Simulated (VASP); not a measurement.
# AgPd3Ru5Pt5Rh2 (P1) in VASP: notebook

The runs below take AgPd3Ru5Pt5Rh2 through single point, with PBE.

Everything below comes from runs of VASP 6.6.1. Logs are shortened: lines on timing, memory, paths and dates and some standing lists are left out, and cuts for length are marked.

## Step 1: The cell of the first run

The typed cell holds 16 atoms: a = 6.753 Å, b = 6.751 Å, c = 6.765 Å, α = 109.17°, β = 109.50°, γ = 109.75°.

## Step 2: Single point, PBE

The input, INCAR:

```
SYSTEM = AgPd3Ru5Pt5Rh2
  ALGO = Fast
  EDIFF = 1E-6
  ENCUT = 520
  GGA = PE
  ISIF = 2
  ISMEAR = 0
  ISYM = 0
  LASPH = .TRUE.
  LCHARG = .FALSE.
  LREAL = Auto
  LWAVE = .FALSE.
  NBANDS = 110
  NELM = 100
  PREC = Accurate
  SIGMA = 0.1
```

The input, KPOINTS:

```
k-points
0
G
  3 3 3
  0 0 0
```

The input, POSCAR:

```
AgPd3Ru5Pt5Rh2
1.0
   -3.9153990636      3.8857358633     -3.8956850294
    3.9101490420      3.8838925306      3.8990917184
    3.9219411225     -3.8891425523     -3.9056337773
Ru Rh Pd Ag Pt
5 2 3 1 5
Direct
    0.5050036701      0.7551735768      0.7647395269
   -0.0060031283      1.0010718385     -0.0138886702
    0.2481313606      0.4977602486      0.2372020195
    0.4914524024      0.5051664142      0.0013761313
    0.2506172333      0.7387642951      0.9923243157
    1.0069231006      0.2592813568      0.7611641824
    1.0103642902      0.5081208433      0.5093047862
    0.7482623146      1.0000411320      0.2494455284
    0.7467229885      0.7482185714      0.4987757457
    0.9989486535      0.7463957104      0.2453871929
    0.2479631757      0.2500129587      0.4977593025
    0.2521045503     -0.0000774887      0.7568788035
    0.4985350446     -0.0086162072      0.4978831942
    0.7562756786      0.5078208715      0.7556613598
    0.4967641187      0.2504270235      0.2463846953
    0.7562733064      0.2512882135      0.0035441574
```

Potentials or basis: VASP PAW PBE potentials, release 64 (Ru_pv, Rh_pv, Pd, Ag, Pt).

Started as:

```sh
$ cat potpaw_PBE.64/Ru_pv/POTCAR potpaw_PBE.64/Rh_pv/POTCAR potpaw_PBE.64/Pd/POTCAR potpaw_PBE.64/Ag/POTCAR potpaw_PBE.64/Pt/POTCAR > POTCAR
$ mpirun -np 1 vasp_std > vasp.out
```

OUTCAR:

```text
SYSTEM = AgPd3Ru5Pt5Rh2
   EDIFF = 1E-6
   ENCUT = 520
   GGA = PE
   ISIF = 2
   ISMEAR = 0
   ISYM = 0
   LASPH = .TRUE.
   LREAL = Auto
   NELM = 100
   PREC = Accurate

 ion  position               nearest neighbor table
   1  0.505  0.755  0.765-   5 2.66   4 2.68   8 2.68   2 2.69   7 2.72  16 2.74  12 2.75  14 2.75
                            13 2.77  11 2.79   9 2.80   3 2.92
   2  0.994  0.001  0.986-   6 2.66  12 2.69   1 2.69   9 2.70  16 2.70  14 2.72   3 2.74  15 2.77
                             8 2.81  11 2.83  10 2.83   5 2.87
   3  0.248  0.498  0.237-   6 2.63   4 2.64   5 2.68  16 2.71  13 2.72   2 2.74  15 2.74   9 2.75
                            10 2.75  11 2.80   7 2.82   1 2.92
   4  0.491  0.505  0.001-   5 2.62   3 2.64   6 2.67   1 2.68   8 2.73   9 2.75  15 2.75  12 2.79
                            11 2.79  10 2.79  14 2.82  16 2.86
   5  0.251  0.739  0.992-   4 2.62   6 2.64   1 2.66   7 2.67   3 2.68  14 2.72  12 2.74   8 2.74
                            10 2.79  13 2.80  15 2.82   2 2.87
   6  0.007  0.259  0.761-   3 2.63   5 2.64   2 2.66   4 2.67  16 2.72  14 2.76   7 2.76  11 2.79
                            12 2.79  13 2.80   9 2.82   8 2.83
   7  0.010  0.508  0.509-   5 2.67  12 2.71   1 2.72  11 2.74   6 2.76  14 2.76  10 2.77   9 2.78
                            16 2.80   8 2.80   3 2.82  15 2.83
   8  0.748  0.000  0.249-   1 2.68   4 2.73  16 2.74   5 2.74  11 2.75  13 2.75   9 2.76  15 2.77
                            10 2.79   7 2.80   2 2.81   6 2.83
   9  0.747  0.748  0.499-   2 2.70  13 2.71  14 2.74  15 2.74   3 2.75   4 2.75   8 2.76  12 2.78
                             7 2.78  10 2.79   1 2.80   6 2.82
  10  0.999  0.746  0.245-  14 2.71  16 2.73  13 2.75   3 2.75   7 2.77  11 2.78   8 2.79   5 2.79
                             9 2.79   4 2.79  12 2.83   2 2.83
  11  0.248  0.250  0.498-   7 2.74   8 2.75  15 2.76  10 2.78   6 2.79   1 2.79   4 2.79  14 2.80
                             3 2.80  12 2.80  13 2.81   2 2.83
  12  0.252  1.000  0.757-   2 2.69  15 2.71   7 2.71   5 2.74   1 2.75  16 2.77   9 2.78   4 2.79
                             6 2.79  13 2.79  11 2.80  10 2.83
  13  0.499  0.991  0.498-   9 2.71   3 2.72  10 2.75   8 2.75   1 2.77  12 2.79   5 2.80  16 2.80
                             6 2.80  15 2.81  11 2.81  14 2.85
  14  0.756  0.508  0.756-  10 2.71   2 2.72   5 2.72   9 2.74   1 2.75   6 2.76   7 2.76  16 2.78
                            11 2.80  15 2.82   4 2.82  13 2.85
  15  0.497  0.250  0.246-  12 2.71   3 2.74   9 2.74   4 2.75  11 2.76   2 2.77   8 2.77  16 2.77
                            13 2.81  14 2.82   5 2.82   7 2.83
  16  0.756  0.251  0.004-   2 2.70   3 2.71   6 2.72  10 2.73   1 2.74   8 2.74  15 2.77  12 2.77
                            14 2.78  13 2.80   7 2.80   4 2.86

IMPORTANT INFORMATION: All symmetrisations will be switched off!
NOSYMM: (Re-)initialisation of all symmetry stuff for point group C_1.

----------------------------------------------------------------------------------------

                                     Primitive cell

  volume of cell :     237.3643

  direct lattice vectors                    reciprocal lattice vectors
    -3.915399064  3.885735863 -3.895685029    -0.000020805  0.128762498 -0.128239701
     3.910149042  3.883892531  3.899091718     0.127766213  0.128792595  0.000050901
     3.921941122 -3.889142552 -3.905633777     0.127572952  0.000142359 -0.128076537

  length of vectors
     6.753195901  6.751059395  6.764689731     0.181728375  0.181415931  0.180771894

  position of ions in fractional coordinates (direct lattice)
     0.505003670  0.755173577  0.764739527
     0.993996872  0.001071839  0.986111330
     0.248131361  0.497760249  0.237202020
     0.491452402  0.505166414  0.001376131
     0.250617233  0.738764295  0.992324316
     0.006923101  0.259281357  0.761164182
[... 8 lines left out ...]
     0.496764119  0.250427024  0.246384695
     0.756273306  0.251288213  0.003544157

  ion indices of the primitive-cell ions
   primitive index   ion index
                 1           1
                 2           2
                 3           3
                 4           4
                 5           5
                 6           6
[... 8 lines left out ...]
                15          15
                16          16

----------------------------------------------------------------------------------------

 KPOINTS: k-points

Automatic generation of k-mesh.
 Grid dimensions read from file:
 generate k-points for:    3    3    3

 Generating k-lattice:

  Cartesian coordinates                     Fractional coordinates (reciprocal lattice)
    -0.000006935  0.042920833 -0.042746567     0.333333333 -0.000000000  0.000000000
     0.042588738  0.042930865  0.000016967     0.000000000  0.333333333 -0.000000000
     0.042524317  0.000047453 -0.042692179    -0.000000000  0.000000000  0.333333333

  Length of vectors
     0.060576125  0.060471977  0.060257298

  Shift w.r.t. Gamma in fractional coordinates (k-lattice)
     0.000000000  0.000000000  0.000000000

 Subroutine IBZKPT returns following result:
 ===========================================

 Found     14 irreducible k-points:

 Following reciprocal coordinates:
            Coordinates               Weight
  0.000000  0.000000  0.000000      1.000000
  0.333333 -0.000000 -0.000000      2.000000
  0.000000  0.333333 -0.000000      2.000000
  0.333333  0.333333 -0.000000      2.000000
 -0.333333  0.333333  0.000000      2.000000
  0.000000  0.000000  0.333333      2.000000
  0.333333  0.000000  0.333333      2.000000
 -0.333333  0.000000  0.333333      2.000000
  0.000000  0.333333  0.333333      2.000000
  0.333333  0.333333  0.333333      2.000000
 -0.333333  0.333333  0.333333      2.000000
  0.000000 -0.333333  0.333333      2.000000
  0.333333 -0.333333  0.333333      2.000000
 -0.333333 -0.333333  0.333333      2.000000
   k-points           NKPTS =     14   k-points in BZ     NKDIM =     14   number of bands    NBANDS=    110
   number of dos      NEDOS =    301   number of ions     NIONS =     16
   total plane-waves  NPLWV = 125000
   dimension x,y,z NGX =    50 NGY =   50 NGZ =   50
   dimension x,y,z NGXF=   100 NGYF=  100 NGZF=  100
   ions per type =               5   2   3   1   5
   NGX,Y,Z   is equivalent  to a cutoff of  12.31, 12.31, 12.29 a.u.
   NGXF,Y,Z  is equivalent  to a cutoff of  24.62, 24.63, 24.58 a.u.
 SYSTEM =  AgPd3Ru5Pt5Rh2
   PREC   = accura    normal or accurate (medium, high low for compatibility)
   ISTART =      0    job   : 0-new  1-cont  2-samecut
   ICHARG =      2    charge: 1-file 2-atom 10-const
   ISPIN  =      1    spin polarized calculation?
   LNONCOLLINEAR =      F non collinear calculations
   LSORBIT =      F    spin-orbit coupling
   LASPH  =      T    aspherical Exc in radial PAW
   ENCUT  =  520.0 eV  38.22 Ry    6.18 a.u.  12.56 12.55 12.58*2*pi/ulx,y,z
   NELM   =    100;   NELMIN=  2; NELMDL= -5     # of ELM steps
   EDIFF  = 0.1E-05   stopping-criterion for ELM
   LREAL  =      T    real-space projection
   EDIFFG = 0.1E-04   stopping-criterion for IOM
   NSW    =      0    number of steps for IOM
   IBRION =     -1    ionic relax: 0-MD 1-quasi-New 2-CG
   NFREE  =      0    steps in history (QN), initial steepest desc. (CG)
   ISIF   =      2    stress and relaxation
   ISYM   =      0    0-nonsym 1-usesym 2-fastsym
   POTIM  = 0.5000    time-step for ionic-motion
   TEBEG  =    0.0;   TEEND  =   0.0 temperature during run
   PSTRESS=    0.0 pullay stress
   NELECT =     191.0000    total number of electrons
   NUPDOWN=      -1.0000    fix difference up-down
   EMIN   =  10.00;   EMAX   =-10.00  energy-range for DOS
   EFERMI =   0.00;   METHOD = LEGACY
   ISMEAR =     0;   SIGMA  =   0.10  broadening in eV -4-tet -1-fermi 0-gaus
   EFERMI_NEDOS =   21; number of points for ismear=-14 and -15
   IALGO  =     68    algorithm
   IMIX   =      4    mixing-type and parameters
     AMIX     =   0.40;   BMIX     =  1.00
     AMIX_MAG =   1.60;   BMIX_MAG =  1.00
  volume/ion in A,a.u.               =      14.84       100.11
  Fermi-wavevector in a.u.,A,eV,Ry     =   1.522699  2.877485 31.546649  2.318613
  Thomas-Fermi vector in A             =   2.631243
   LORBIT       =      0    0 simple, 1 ext, 2 COOP (PROOUT), +10 PAW based schemes
   GGA     = PE    functional components
   LHFCALC =     F    Hartree Fock is set to
   AEXX    =    0.0000 exact exchange contribution
   IVDW    =     0    specifies the selected vdW correction
   LEPSILON=     F    determine dielectric tensor
   LRPA    =     F    only Hartree local field effects (RPA)
 non-spin polarized calculation
 RMM-DIIS sequential band-by-band and
 Gauss-broadening in eV      SIGMA  =   0.10
  energy-cutoff  :      520.00
  volume of cell :      237.36
 maximum number of plane-waves:      6427
 NGX is ok and might be reduce to    50
   NGX = 25   NGY = 25   NGZ = 25

 number of electron     191.0000012 magnetization

 Free energy of the ion-electron system (eV)
  ---------------------------------------------------
  ext. energy  EPLUGINS =         0.00000000
  ---------------------------------------------------
  free energy    TOTEN  =      -108.38521352 eV

  energy without entropy =     -108.29686645  energy(sigma->0) =     -108.34103998

 E-fermi :  11.0100     XC(G=0): -13.4653

 val. band max:       10.9813394970   @ k =  -0.3333  -0.3333   0.3333
 cond. band min:      11.0192679622   @ k =   0.3333  -0.3333   0.3333
 fundamental gap:      0.0379284652
 Fermi energy:        11.0099931363

 k-point     1 :       0.0000    0.0000    0.0000
  band No.  band energies     occupation
      1     -35.5947      2.00000
      2     -35.5515      2.00000
      3     -35.4673      2.00000
      4     -35.3092      2.00000
      5     -35.2268      2.00000
      6     -35.1751      2.00000
[... 99 lines left out ...]
    106      13.1812      0.00000
    107      13.3810      0.00000
[... 1428 lines left out ...]
    106      11.8334      0.00000
    107      11.8854      0.00000
 [bands above 107 left out]

------------------------ aborting loop because EDIFF is reached ----------------------------------------

  FORCE on cell =-STRESS in cart. coord.  units (eV):
  Direction    XX          YY          ZZ          XY          YZ          ZX
  --------------------------------------------------------------------------------------
  -------------------------------------------------------------------------------------
  Total       -0.4361608     -0.4762458     -0.4607434      0.1210785      0.0425844     -0.0123913
  in kB       -2.9440274     -3.2145955     -3.1099567      0.8172641      0.2874387     -0.0836395
  external PRESSURE =      -3.0895265 kB  Pullay stress =       0.0000000 kB

 VOLUME and BASIS-vectors are now :
 -----------------------------------------------------------------------------
  energy-cutoff  :      520.00
  volume of cell :      237.36
      direct lattice vectors                 reciprocal lattice vectors
    -3.915399064  3.885735863 -3.895685029    -0.000020805  0.128762498 -0.128239701
     3.910149042  3.883892531  3.899091718     0.127766213  0.128792595  0.000050901
     3.921941122 -3.889142552 -3.905633777     0.127572952  0.000142359 -0.128076537

 POSITION                                       TOTAL-FORCE (eV/Angst)
 -----------------------------------------------------------------------------------
      3.97481      1.92114     -2.00964         0.002812      0.002991      0.001799
     -0.02023      0.03144     -7.71951        -0.002618      0.001415      0.003309
      1.90508      1.97491      0.04775         0.004835     -0.002238      0.000516
      0.05644      3.86631      0.04977        -0.011867      0.003100     -0.013119
      5.79925     -0.01618     -1.97147         0.005970      0.002788     -0.001744
      3.97196     -1.92635     -1.98884        -0.001096     -0.006843      0.002103
[... 8 lines left out ...]
      0.00048      1.94470     -1.92109        -0.004411     -0.000232     -0.002689
     -1.96464      3.90087     -1.98025         0.001715      0.001313      0.004418
 -----------------------------------------------------------------------------------
    total drift:                               -0.007753     -0.007372      0.005276

  FREE ENERGIE OF THE ION-ELECTRON SYSTEM (eV)
  ---------------------------------------------------
  free  energy   TOTEN  =      -108.3852135192 eV

  energy  without entropy=     -108.2968664451  energy(sigma->0) =     -108.34103998
```

Run time: 10 min. Hardware: 1 thread of AMD EPYC 9R45 (Zen 5), shared host; peak memory 0.48 GiB.

What came out:

```yaml
Free_energy: -108.3852 eV
Pressure: -0.3 GPa
Largest_force: 0.018 eV/Å
Band_gap_on_the_k_mesh: zero (an odd number of electrons rules out a gap without spin polarisation)
```

Forces in eV/Å, atoms in the order of the input:
```
Ru   0.003  0.003  0.002
Ru  -0.003  0.001  0.003
Ru   0.005 -0.002  0.001
Ru  -0.012  0.003 -0.013
Ru   0.006  0.003 -0.002
Rh  -0.001 -0.007  0.002
Rh  -0.001  0.000  0.009
Pd   0.006 -0.005  0.003
Pd  -0.004  0.002  0.007
Pd  -0.005 -0.009 -0.001
Ag   0.000 -0.002  0.002
Pt   0.004  0.003 -0.006
Pt   0.003  0.009 -0.009
Pt   0.003 -0.001  0.001
Pt  -0.004  0.000 -0.003
Pt   0.002  0.001  0.004
```

Caveat: the k points lie up to 0.38 Å⁻¹ apart, too coarse for converged energies and pressures of a metal; spin-orbit coupling is left out, which moves the levels of the heavy elements.

## Step 3: Single point, PBE

The input, INCAR:

```
  PREC = Accurate
  ENCUT = 520
  EDIFF = 1E-7
  ISMEAR = 0
  SIGMA = 0.1
  LREAL = Auto
  LASPH = T
  NELM = 60
  ALGO = Fast
  ISIF = 2
  LWAVE = F
  LCHARG = T
  GGA = PE
  LELF = T
  LVHAR = T
  NBANDS = 110
  ISYM = 0
```

The input, KPOINTS:

```
regular mesh
0
Gamma
  3 3 3
```

The input, POSCAR:

```
AgPd3Ru5Pt5Rh2
1.0
   -3.9160005936      3.8701573237     -3.9087598035
    3.9178287897      3.8767116949      3.9134859787
    3.9153002470     -3.8748834988     -3.9127856321
Ru Rh Pd Ag Pt
5 2 3 1 5
Direct
    0.2503809201      0.2616297632      0.4930337564
    0.4997073514      0.7398135208      0.7490941085
    0.7461040410      0.0000146147      0.2436458410
    0.2551956268      0.5039866570      0.2555536298
    0.2608072099      0.7466500620      1.0050356782
    0.7372504082      0.7452564967      0.4924268139
    0.7562875920      0.2481021150      1.0059330624
   -0.0002255021      0.2520525508      0.7498683181
   -0.0031075540      0.0010737469      0.0035064725
    1.0015552463      0.7514241548      0.2488348728
    0.2480727749      0.0002082286      0.7484574099
    0.4999126985      0.9934047861      0.4958818060
    0.7507460215      0.5028034930      0.7515106444
    1.0055842710      0.4970892298      0.4996123278
    0.4994502540      0.2478977268      0.2519224202
    0.5014647066      0.5077107935      1.0018040734
```

Potentials or basis: VASP PAW PBE potentials, release 64 (Ru_pv, Rh_pv, Pd, Ag, Pt).

Started as:

```sh
$ cat potpaw_PBE.64/Ru_pv/POTCAR potpaw_PBE.64/Rh_pv/POTCAR potpaw_PBE.64/Pd/POTCAR potpaw_PBE.64/Ag/POTCAR potpaw_PBE.64/Pt/POTCAR > POTCAR
$ mpirun -np 1 vasp_std > vasp.out
```

It took 11 min on 1 thread of AMD EPYC 9R45 (Zen 5), shared host; peak memory 0.48 GiB.

The run converged. Its results:

```
Free energy            : -108.4135 eV
Pressure               : -0.3 GPa
Largest force          : 0.011 eV/Å
Band gap on the k mesh : zero (an odd number of electrons rules out a gap without spin polarisation)
```

Forces in eV/Å, atoms in the order of the input:
```
Ru  -0.002 -0.002  0.001
Ru  -0.005  0.004 -0.005
Ru  -0.001 -0.002  0.000
Ru   0.000 -0.001 -0.001
Ru  -0.003 -0.005  0.002
Rh  -0.003  0.000  0.000
Rh   0.004  0.002 -0.001
Pd   0.003  0.006  0.001
Pd  -0.002 -0.001 -0.005
Pd  -0.002  0.009  0.004
Ag  -0.003  0.005 -0.001
Pt   0.007  0.001  0.003
Pt   0.006  0.003  0.001
Pt   0.005 -0.008  0.006
Pt   0.002 -0.005 -0.003
Pt  -0.006 -0.006 -0.003
```

Levels at points of the mesh, in eV from the Fermi level:
| k point | band 91 | band 92 | band 93 | band 94 | band 95 | band 96 | band 97 | band 98 | band 99 | band 100 |
| --- | --- | --- | --- | --- | --- | --- | --- | --- | --- | --- |
| (0.00, 0.00, 0.00) | -0.86 | -0.80 | -0.62 | 0.02 | 0.29 | 0.40 | 0.52 | 0.58 | 0.60 | 0.90 |

Caveat: the k points lie up to 0.38 Å⁻¹ apart, too coarse for converged energies and pressures of a metal; spin-orbit coupling is left out, which moves the levels of the heavy elements.

## Step 4: Single point, PBE

The input, INCAR:

```
PREC = Accurate
ENCUT = 520
EDIFF = 1E-6
ISMEAR = 0
SIGMA = 0.1
LREAL = Auto
LASPH = T
NELM = 80
ALGO = Fast
ISIF = 2
LWAVE = F
LCHARG = F
GGA = PE
ISYM = 0
NBANDS = 110
```

The input, KPOINTS:

```
Automatic mesh
0
Gamma
  3 3 3
```

The input, POSCAR:

```
AgPd3Ru5Pt5Rh2
1.0
   -3.8995027282      3.9159460699     -3.8884606052
    3.9021380796      3.9134882916      3.8833674756
    3.8997896908     -3.9108529403     -3.8836544382
Ru Rh Pd Ag Pt
5 2 3 1 5
Direct
    0.7526381595      0.5079465743      0.7456094155
   -0.0015989656      0.5058706457      0.5101926644
    0.7397693366      0.9934480515      0.2428161893
    0.7428217314      0.7330383034      0.4888434378
    0.2552963829      0.7490010000      0.9921661816
    0.5033609721      0.7463537458      0.7549748064
    0.5117275413      0.5141944134      0.0056926817
    0.2504804201      0.9955341422      0.7479924832
   -0.0018750188      0.9918425597      0.9974472110
   -0.0019508679      0.7491312241      0.2482361688
    0.0034347484      0.2476359345      0.7497486683
    0.5057203499      0.0001474283      0.4980326823
    0.2528610604      0.2563811886      0.5009357909
    0.5099959315      0.2517085057      0.2535929634
    0.2567440342      0.5075433125      0.2534983583
    0.7526943821      0.2517399326      0.0038084444
```

Started as:

```sh
$ cat potpaw_PBE.64/Ru_pv/POTCAR potpaw_PBE.64/Rh_pv/POTCAR potpaw_PBE.64/Pd/POTCAR potpaw_PBE.64/Ag/POTCAR potpaw_PBE.64/Pt/POTCAR > POTCAR
$ mpirun -np 1 vasp_std > vasp.out
```

It took 9.7 min on 1 thread of AMD EPYC 9R45 (Zen 5), shared host; peak memory 0.48 GiB.

It converged, with:

```
Free energy            : -108.2456 eV
Pressure               : -0.3 GPa
Largest force          : 0.012 eV/Å
Band gap on the k mesh : zero (an odd number of electrons rules out a gap without spin polarisation)
```

Forces in eV/Å, atoms in the order of the input:
```
Ru   0.001 -0.012  0.000
Ru  -0.003  0.001 -0.005
Ru   0.002  0.005  0.002
Ru  -0.006 -0.001  0.005
Ru   0.005 -0.002  0.000
Rh   0.002  0.006  0.002
Rh  -0.001  0.004 -0.004
Pd  -0.005  0.001  0.001
Pd   0.003  0.003 -0.003
Pd  -0.004  0.006  0.004
Ag   0.000 -0.004 -0.005
Pt   0.003 -0.004  0.006
Pt  -0.005  0.005  0.005
Pt   0.000 -0.004 -0.001
Pt   0.006 -0.007  0.000
Pt   0.002  0.004 -0.006
```

Levels at points of the mesh, in eV from the Fermi level:
```
           k point  band 94  band 95  band 96  band 97  band 98  band 99
(0.00, 0.00, 0.00)     0.18     0.27     0.32     0.51     0.60     0.65
```

Caveat: the k points lie up to 0.38 Å⁻¹ apart, too coarse for converged energies and pressures of a metal; spin-orbit coupling is left out, which moves the levels of the heavy elements.

## Step 5: Summary

```tsv
cell	gap on the mesh (eV)	pressure (GPa)	largest force (eV/Å)
a = 6.753, b = 6.751, c = 6.765 Å, angles 109.2, 109.5, 109.8°, 16 atoms, atomic positions A	none	-0.3	0.02
a = 6.752, b = 6.760, c = 6.757 Å, angles 109.2, 109.2, 110.0°, 16 atoms, atomic positions B	none	-0.3	0.01
a = 6.757, b = 6.754, c = 6.752 Å, angles 109.4, 109.8, 109.2°, 16 atoms, atomic positions C	none	-0.3	0.01
```

Alike in all rows: task single point; level PBE; potentials or basis VASP PAW PBE potentials, release 64 (Ru_pv, Rh_pv, Pd, Ag, Pt); no spin polarisation; k mesh 3 × 3 × 3; cutoff (eV) 520; smearing gaussian 0.1 eV.

Caveats: all runs use coarse meshes; spin-orbit coupling is left out, which moves the levels of the heavy elements.

Total energies depend on the potentials used, so only differences within one code and one set of settings carry meaning.

The gap in the log of VASP goes by the Fermi energy; the results here count the filled bands.